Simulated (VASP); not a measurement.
TcRu3, 8 atoms in the cell. The structure is hexagonal, space group P6_3/mmc (No. 194). Conventional cell: a = 5.439 Å, b = 5.439 Å, c = 4.277 Å, α = 90.00°, β = 90.00°, γ = 120.00°. Within 3.5 Å of Tc (site symmetry -6m2) lie 12 Ru at 2.65 to 2.72 Å. Within 3.5 Å of Ru (site symmetry mm2) lie 4 Tc at 2.65 to 2.72 Å and 8 Ru at 2.66 to 2.73 Å. 

- Program: VASP 6.6.1
- Task: single point
- Functional: PBEsol
- Potentials or basis: VASP PAW PBE potentials, release 64 (Tc_pv, Ru_pv)
- Cutoff: 500 eV
- k mesh: 5 × 5 × 6
- Occupations: gaussian, width 0.1 eV
- Spin: no spin polarisation
- Dipole correction: no
- Further INCAR settings: ALGO = Normal; EDIFF = 1e-06; NBANDS = 65

Potentials or basis: VASP PAW PBE potentials, release 64 (Tc_pv, Ru_pv).

Command:

```console
$ cat potpaw_PBE.64/Tc_pv/POTCAR potpaw_PBE.64/Ru_pv/POTCAR > POTCAR
$ mpirun -np 1 vasp_std > vasp.out
```

Hardware: 1 thread of Intel(R) Xeon(R) Platinum 8375C CPU @ 2.90GHz (Ice Lake), on a shared host.

Question: Estimate the wall time of this run.

Answer: Wall time 110 s on 1 thread of Intel(R) Xeon(R) Platinum 8375C CPU @ 2.90GHz (Ice Lake) (shared host), peak memory 0.27 GiB. Counts: scf iterations 14, k points 20.
